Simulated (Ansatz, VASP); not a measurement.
## One calculation of Na, two programs

```
Na
1.0
    -2.14100    2.14100    2.14100
     2.14100   -2.14100    2.14100
     2.14100    2.14100   -2.14100
Na
1
Direct
  0.00000 0.00000 0.00000
```

Alike in both runs: task single point; functional PBE; k mesh 10 × 10 × 10; occupations gaussian, width 0.1 eV; no spin polarisation.

|  | VASP | Ansatz |
| --- | --- | --- |
| version | VASP 6.6.1 | Ansatz 0.2.0 |
| potentials or method | VASP PAW PBE potentials, release 64 (Na_pv), cutoff 500 eV | scalar-relativistic, plane waves, PAW |
| valence electrons in the cell | 7 | 9 |

```csv
,VASP,Ansatz,Ansatz less VASP
gap on the k mesh at the Fermi level (eV),none,none,-
pressure (GPa),-0.4,-0.4,+0.04
```

A gap of «none» marks a metal or a gap that the smearing closes. VASP's potentials hold 7 valence electrons a cell and Ansatz's 9, so a difference there can come from the potentials and not from the codes.
